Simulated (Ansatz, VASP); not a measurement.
## Two plane-wave programs on Ga

```
Ga
1.0
     1.35427   -3.90654   -0.01634
     1.35427    3.90654   -0.01634
    -0.15425    0.00000    3.27901
Ga
2
Direct
  0.86632 0.13368 0.25000
  0.13368 0.86632 0.75000
```

Alike in both runs: functional LDA; k mesh 16 × 16 × 12; occupations fermi-dirac, width 0.15 eV; no spin polarisation.

Ansatz relaxed the structure, and its values are those at the end. VASP's run is a single point on that final structure, the one shown.

```csv
,VASP,Ansatz
version,VASP 6.6.1,Ansatz 0.2.0
potentials or method,"VASP PAW LDA potentials, release 64 (Ga_d), cutoff 520 eV","scalar-relativistic, plane waves, PAW"
valence electrons in the cell,26,26
```

Ansatz gave:

| Property | Result |
| --- | --- |
| gap on the k mesh at the Fermi level (eV) | none |
| pressure (GPa) | 0.0 |

**Question.** Estimate VASP's values.

**Answer.** gap on the k mesh at the Fermi level (eV): none; pressure (GPa): 0.2.

LDA's correlation is that of Perdew and Zunger in VASP and of Perdew and Wang (1992) in Ansatz. A gap of «none» marks a metal or a gap that the smearing closes.
